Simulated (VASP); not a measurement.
# Si11Au3 (Cm) in VASP: single point with PBE

Aim: the single point of Si11Au3 with PBE.

All numbers are computed with VASP 6.6.1; they aren't measurements. Logs are shortened: lines on timing, memory, paths and dates and some standing lists are left out, and cuts for length are marked.

### Step 1. The cell of the first run

The structure is monoclinic, space group Cm (No. 8). Conventional cell: a = 12.703 Å, b = 7.383 Å, c = 6.461 Å, α = 90.00°, β = 118.84°, γ = 90.00°. Within 3.1 Å of Si (site symmetry 1) lie 5 Si at 2.33 to 3.06 Å and 1 Au at 2.45 Å. Within 3.7 Å of Si (site symmetry 1) lie 7 Si at 2.40 to 3.45 Å and 2 Au at 2.58 to 3.62 Å. Within 3.2 Å of Si (site symmetry m) lie 6 Si at 2.42 to 3.06 Å and 2 Au at 2.52 to 2.53 Å. Si (site symmetry 1) has 4 Si at 2.38 to 2.61 Å and 1 Au at 2.60 Å within 3.1 Å. Within 3.7 Å of Si (site symmetry 1) lie 3 Au at 2.57 to 2.67 Å and 8 Si at 2.61 to 3.62 Å. Within 3.1 Å of Si (site symmetry m) lie 2 Si at 2.38 Å and 2 Au at 2.48 to 2.53 Å. Within 3.1 Å of Si (site symmetry m) lie 2 Si at 2.33 Å and 2 Au at 2.44 to 2.50 Å. Within 3.3 Å of Au (site symmetry m) lie 6 Si at 2.50 to 2.58 Å.

### Step 2. Single point, PBE

Contents of INCAR:

```
SYSTEM = Si11Au3
PREC = Accurate
ENCUT = 520
EDIFF = 1E-6
ISMEAR = -1
SIGMA = 0.1
LREAL = .False.
LASPH = .True.
NELM = 80
ALGO = Normal
ISIF = 2
LWAVE = .False.
LCHARG = .False.
GGA = PE
NBANDS = 52
```

Contents of KPOINTS:

```
regular mesh
0
Gamma
  3 3 4
  0 0 0
```

Contents of POSCAR:

```
Si11Au3
1.0
    6.3514950000      3.6914800000      0.0000000000
    6.3514950000     -3.6914800000      0.0000000000
    3.1167720000      0.0000000000     -5.6600180000
Si Au
11 3
Direct
    0.7408378826      0.2426421534      0.4853974196
    0.2426421534      0.7408378826      0.4853974196
    0.5067111335      0.8972008788      0.2331349660
    0.8972008788      0.5067111335      0.2331349660
    0.1825278153      0.1825278153      0.1194004198
    0.6494708184      0.1283870929      0.2490762187
    0.1283870929      0.6494708184      0.2490762187
    0.4261714190      0.0364872954      0.6888836833
    0.0364872954      0.4261714190      0.6888836833
    0.4818356682      0.4818356682      0.0159993650
    0.9259364098      0.9259364098      0.7352527495
    0.7028131377      0.7028131377     -0.0995916715
    0.3872930976      0.3872930976      0.7575701508
    0.0356851975      0.0356851975     -0.0412155887
```

Potentials or basis: VASP PAW PBE potentials, release 64 (Si, Au).

The run is started by

```
cat potpaw_PBE.64/Si/POTCAR potpaw_PBE.64/Au/POTCAR > POTCAR
mpirun -np 1 vasp_std > vasp.out
```

OUTCAR:

```text
SYSTEM = Si11Au3
   PREC = Accurate
   ENCUT = 520
   EDIFF = 1E-6
   ISMEAR = -1
   LREAL = .False.
   LASPH = .True.
   NELM = 80
   ISIF = 2
   GGA = PE

 ion  position               nearest neighbor table
   1  0.741  0.243  0.485-  11 2.33   4 2.40   6 2.44  13 2.45   8 2.94   5 3.06
   2  0.243  0.741  0.485-  11 2.33   3 2.40   7 2.44  13 2.45   9 2.94   5 3.06
   3  0.507  0.897  0.233-   2 2.40   5 2.42   6 2.45  12 2.58   4 2.88
   4  0.897  0.507  0.233-   1 2.40   5 2.42   7 2.45  12 2.58   3 2.88
   5  0.183  0.183  0.119-   3 2.42   4 2.42  13 2.52  14 2.53   8 2.92   9 2.92   1 3.06   2 3.06

   6  0.649  0.128  0.249-  10 2.38   1 2.44   3 2.45  14 2.60   8 2.61
   7  0.128  0.649  0.249-  10 2.38   2 2.44   4 2.45  14 2.60   9 2.61
   8  0.426  0.036  0.689-  12 2.57   6 2.61  13 2.65  14 2.67   9 2.88   5 2.92   1 2.94
   9  0.036  0.426  0.689-  12 2.57   7 2.61  13 2.65  14 2.67   8 2.88   5 2.92   2 2.94
  10  0.482  0.482  0.016-   6 2.38   7 2.38  13 2.48  12 2.53
  11  0.926  0.926  0.735-   1 2.33   2 2.33  14 2.44  12 2.50
  12  0.703  0.703  0.900-  11 2.50  10 2.53   8 2.57   9 2.57   3 2.58   4 2.58
  13  0.387  0.387  0.758-   1 2.45   2 2.45  10 2.48   5 2.52   9 2.65   8 2.65
  14  0.036  0.036  0.959-  11 2.44   5 2.53   7 2.60   6 2.60   9 2.67   8 2.67

  LATTYP: Found a base centered monoclinic cell.
 ALAT       =    12.7029900000
 B/A-ratio  =     0.5811985997
 C/A-ratio  =     0.5086542240
 COS(beta)  =    -0.4823657040

  Lattice vectors:

 A1 = (  -6.3514950000,  -3.6914800000,   0.0000000000)
 A2 = (  -6.3514950000,   3.6914800000,   0.0000000000)
 A3 = (   3.1167720000,   0.0000000000,  -5.6600180000)

Analysis of symmetry for initial positions (statically):
=====================================================================
 Subroutine PRICEL returns:
 Original cell was already a primitive cell.

 Routine SETGRP: Setting up the symmetry group for a
 base centered monoclinic supercell.

 Subroutine GETGRP returns: Found  2 space group operations
 (whereof  2 operations were pure point group operations)
 out of a pool of  4 trial point group operations.

The static configuration has the point symmetry C_1h.

Analysis of symmetry for dynamics (positions and initial velocities):
=====================================================================
 Subroutine PRICEL returns:
 Original cell was already a primitive cell.

 Routine SETGRP: Setting up the symmetry group for a
 base centered monoclinic supercell.

 Subroutine GETGRP returns: Found  2 space group operations
 (whereof  2 operations were pure point group operations)
 out of a pool of  4 trial point group operations.

The dynamic configuration has the point symmetry C_1h.

 Subroutine INISYM returns: Found  2 space group operations
 (whereof  2 operations are pure point group operations),
 and found     1 'primitive' translations

----------------------------------------------------------------------------------------

                                     Primitive cell

  volume of cell :     265.4143

  direct lattice vectors                    reciprocal lattice vectors
     6.351495000  3.691480000  0.000000000     0.078721624  0.135447029  0.043349218
     6.351495000 -3.691480000  0.000000000     0.078721624 -0.135447029  0.043349218
     3.116772000  0.000000000 -5.660018000     0.000000000  0.000000000 -0.176677883

  length of vectors
     7.346326519  7.346326519  6.461429521     0.162548905  0.162548905  0.176677883

  position of ions in fractional coordinates (direct lattice)
     0.740837883  0.242642153  0.485397420
     0.242642153  0.740837883  0.485397420
     0.506711133  0.897200879  0.233134966
     0.897200879  0.506711133  0.233134966
     0.182527815  0.182527815  0.119400420
     0.649470818  0.128387093  0.249076219
     0.128387093  0.649470818  0.249076219
     0.426171419  0.036487295  0.688883683
     0.036487295  0.426171419  0.688883683
     0.481835668  0.481835668  0.015999365
     0.925936410  0.925936410  0.735252749
     0.702813138  0.702813138  0.900408328
     0.387293098  0.387293098  0.757570151
     0.035685198  0.035685198  0.958784411

  ion indices of the primitive-cell ions
   primitive index   ion index
                 1           1
                 2           2
[... 28 lines left out ...]
  Length of vectors
     0.054182968  0.054182968  0.044169471

  Shift w.r.t. Gamma in fractional coordinates (k-lattice)
     0.000000000  0.000000000  0.000000000

 Subroutine IBZKPT returns following result:
 ===========================================

 Found     14 irreducible k-points:

 Following reciprocal coordinates:
            Coordinates               Weight
  0.000000  0.000000  0.000000      1.000000
  0.333333  0.000000  0.000000      4.000000
  0.333333  0.333333  0.000000      2.000000
 -0.333333  0.333333  0.000000      2.000000
  0.000000  0.000000  0.250000      2.000000
  0.333333  0.000000  0.250000      4.000000
 -0.333333 -0.000000  0.250000      4.000000
  0.333333  0.333333  0.250000      2.000000
 -0.333333  0.333333  0.250000      4.000000
 -0.333333 -0.333333  0.250000      2.000000
  0.000000  0.000000  0.500000      1.000000
  0.333333  0.000000  0.500000      4.000000
  0.333333  0.333333  0.500000      2.000000
 -0.333333  0.333333  0.500000      2.000000
   k-points           NKPTS =     14   k-points in BZ     NKDIM =     14   number of bands    NBANDS=     52
   number of dos      NEDOS =    301   number of ions     NIONS =     14
   total plane-waves  NPLWV = 150528
   dimension x,y,z NGX =    56 NGY =   56 NGZ =   48
   dimension x,y,z NGXF=   112 NGYF=  112 NGZF=   96
   ions per type =              11   3
   NGX,Y,Z   is equivalent  to a cutoff of  12.67, 12.67, 12.35 a.u.
   NGXF,Y,Z  is equivalent  to a cutoff of  25.35, 25.35, 24.70 a.u.
 SYSTEM =  Si11Au3
   PREC   = accura    normal or accurate (medium, high low for compatibility)
   ISTART =      0    job   : 0-new  1-cont  2-samecut
   ICHARG =      2    charge: 1-file 2-atom 10-const
   ISPIN  =      1    spin polarized calculation?
   LNONCOLLINEAR =      F non collinear calculations
   LSORBIT =      F    spin-orbit coupling
   LASPH  =      T    aspherical Exc in radial PAW
   ENCUT  =  520.0 eV  38.22 Ry    6.18 a.u.  13.66 13.66 12.01*2*pi/ulx,y,z
   NELM   =     80;   NELMIN=  2; NELMDL= -5     # of ELM steps
   EDIFF  = 0.1E-05   stopping-criterion for ELM
   LREAL  =      F    real-space projection
   EDIFFG = 0.1E-04   stopping-criterion for IOM
   NSW    =      0    number of steps for IOM
   IBRION =     -1    ionic relax: 0-MD 1-quasi-New 2-CG
   NFREE  =      0    steps in history (QN), initial steepest desc. (CG)
   ISIF   =      2    stress and relaxation
   ISYM   =      2    0-nonsym 1-usesym 2-fastsym
   POTIM  = 0.5000    time-step for ionic-motion
   TEBEG  =    0.0;   TEEND  =   0.0 temperature during run
   PSTRESS=    0.0 pullay stress
   NELECT =      77.0000    total number of electrons
   NUPDOWN=      -1.0000    fix difference up-down
   EMIN   =  10.00;   EMAX   =-10.00  energy-range for DOS
   EFERMI =   0.00;   METHOD = LEGACY
   ISMEAR =    -1;   SIGMA  =   0.10  broadening in eV -4-tet -1-fermi 0-gaus
   EFERMI_NEDOS =   21; number of points for ismear=-14 and -15
   IALGO  =     38    algorithm
   IMIX   =      4    mixing-type and parameters
     AMIX     =   0.40;   BMIX     =  1.00
     AMIX_MAG =   1.60;   BMIX_MAG =  1.00
  volume/ion in A,a.u.               =      18.96       127.94
  Fermi-wavevector in a.u.,A,eV,Ry     =   1.083753  2.047996 15.980322  1.174521
  Thomas-Fermi vector in A             =   2.219827
   LORBIT       =      0    0 simple, 1 ext, 2 COOP (PROOUT), +10 PAW based schemes
   GGA     = PE    functional components
   LHFCALC =     F    Hartree Fock is set to
   AEXX    =    0.0000 exact exchange contribution
   IVDW    =     0    specifies the selected vdW correction
   LEPSILON=     F    determine dielectric tensor
   LRPA    =     F    only Hartree local field effects (RPA)
 non-spin polarized calculation
  energy-cutoff  :      520.00
  volume of cell :      265.41
 maximum number of plane-waves:      7198
 NGX is ok and might be reduce to    54
   NGX = 27   NGY = 27   NGZ = 25

 number of electron      76.9999999 magnetization

 Free energy of the ion-electron system (eV)
  ---------------------------------------------------
  ext. energy  EPLUGINS =         0.00000000
  ---------------------------------------------------
  free energy    TOTEN  =       -65.78481309 eV

  energy without entropy =      -65.58255391  energy(sigma->0) =      -65.68368350

 E-fermi :   6.9612     XC(G=0): -10.2781

 val. band max:        6.9432052226   @ k =   0.3333   0.3333   0.5000
 cond. band min:       6.9682875139   @ k =   0.0000   0.0000   0.5000
 fundamental gap:      0.0250822913
 Fermi energy:         6.9612490751

 k-point     1 :       0.0000    0.0000    0.0000
  band No.  band energies     occupation
      1      -5.1216      2.00000
      2      -2.5557      2.00000
      3      -2.1986      2.00000
      4      -2.1523      2.00000
      5      -2.0923      2.00000
      6      -1.7977      2.00000
[... 731 lines left out ...]
     49      10.4520      0.00000
     50      10.6702      0.00000
 [bands above 50 left out]

------------------------ aborting loop because EDIFF is reached ----------------------------------------

  FORCE on cell =-STRESS in cart. coord.  units (eV):
  Direction    XX          YY          ZZ          XY          YZ          ZX
  --------------------------------------------------------------------------------------
  -------------------------------------------------------------------------------------
  Total       -6.2143941      0.5442631      0.1569151      0.0000000      0.0000000     -0.5536467
  in kB      -37.5132838      3.2854527      0.9472202      0.0000000      0.0000000     -3.3420967
  external PRESSURE =     -11.0935370 kB  Pullay stress =       0.0000000 kB

 VOLUME and BASIS-vectors are now :
 -----------------------------------------------------------------------------
  energy-cutoff  :      520.00
  volume of cell :      265.41
      direct lattice vectors                 reciprocal lattice vectors
     6.351495000  3.691480000  0.000000000     0.078721624  0.135447029  0.043349218
     6.351495000 -3.691480000  0.000000000     0.078721624 -0.135447029  0.043349218
     3.116772000  0.000000000 -5.660018000     0.000000000  0.000000000 -0.176677883

 POSITION                                       TOTAL-FORCE (eV/Angst)
 -----------------------------------------------------------------------------------
      7.75944      1.83908     -2.74736        -0.002221     -0.001047     -0.005616
      7.75944     -1.83908     -2.74736        -0.002221      0.001047     -0.005616
      9.64357     -1.44149     -1.31955        -0.003998      0.003013      0.001382
      9.64357      1.44149     -1.31955        -0.003998     -0.003013      0.001382
      2.69079      0.00000     -0.67581        -0.001752      0.000000      0.008148
      5.71687      1.92357     -1.40978         0.002126     -0.003154      0.000110
      5.71687     -1.92357     -1.40978         0.002126      0.003154      0.000110
      5.08567      1.43851     -3.89909         0.004689     -0.001170     -0.001232
      5.08567     -1.43851     -3.89909         0.004689      0.001170     -0.001232
      6.17062      0.00000     -0.09056        -0.000942      0.000000      0.005077
     14.05378      0.00000     -4.16154        -0.000773      0.000000      0.004332
     11.73420      0.00000     -5.09633         0.003909      0.000000     -0.002345
      7.28095      0.00000     -4.28786        -0.003795      0.000000      0.001331
      3.44162      0.00000     -5.42674         0.002161      0.000000     -0.005831
 -----------------------------------------------------------------------------------
    total drift:                                0.000244     -0.000000     -0.000316

  FREE ENERGIE OF THE ION-ELECTRON SYSTEM (eV)
  ---------------------------------------------------
  free  energy   TOTEN  =       -65.7848130931 eV

  energy  without entropy=      -65.5825539109  energy(sigma->0) =      -65.68368350
```

Wall time 6.4 min (1 thread of Intel Xeon 8259CL, shared host); peak memory 0.46 GiB.

What came out:

| Item | Value |
| --- | --- |
| Free energy | -65.7848 eV |
| Pressure | -1.1 GPa |
| Largest force | 0.008 eV/Å |
| Band gap on the k mesh | zero (an odd number of electrons rules out a gap without spin polarisation) |

Forces on the atoms (eV/Å):
```
Si  -0.002 -0.001 -0.006
Si  -0.002  0.001 -0.006
Si  -0.004  0.003  0.001
Si  -0.004 -0.003  0.001
Si  -0.002  0.000  0.008
Si   0.002 -0.003  0.000
Si   0.002  0.003  0.000
Si   0.005 -0.001 -0.001
Si   0.005  0.001 -0.001
Si  -0.001  0.000  0.005
Si  -0.001  0.000  0.004
Au   0.004  0.000 -0.002
Au  -0.004  0.000  0.001
Au   0.002  0.000 -0.006
```

Levels at points of the mesh, in eV from the Fermi level:
```tsv
k point	band 36	band 37	band 38	band 39	band 40	band 41
(0.00, 0.00, 0.00)	-0.10	0.29	0.68	0.95	1.01	1.10
(0.00, 0.00, 0.50)	-1.02	-0.77	-0.67	0.01	0.10	0.62
```

Caveat: spin-orbit coupling is left out, which moves the levels of the heavy elements.
